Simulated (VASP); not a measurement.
Crystal: SnTe.

```
Te Sn
1.0
     0.00000    3.65867    3.65867
     3.65867    0.00000    3.65867
     3.65867    3.65867    0.00000
Te Sn
1 1
Direct
  0.25000 0.25000 0.25000
  0.00000 0.00000 0.00000
```

Base run:

| Item | Value |
| --- | --- |
| Program | VASP 6.6.1 |
| Functional | LDA |
| Potentials or basis | VASP PAW LDA potentials, release 64 (Te, Sn_d) |
| Cutoff | 520 eV |
| k mesh | 6 × 6 × 6 |
| Occupations | fermi-dirac, width 0.05 eV |
| Spin | no spin polarisation |

Its results: band gap on the k mesh 0.28 eV, indirect (least direct gap 0.76 eV); pressure -2.9 GPa.

Question: The run is repeated on the same cell with these changes: k mesh from 6 × 6 × 6 to 7 × 7 × 7. What comes out?

Answer: Band gap on the k mesh 0.33 eV, indirect (least direct gap 0.79 eV); pressure -2.9 GPa.

Caveats: spin-orbit coupling is left out, which moves the levels of the heavy elements.

A k mesh can miss the band edges.
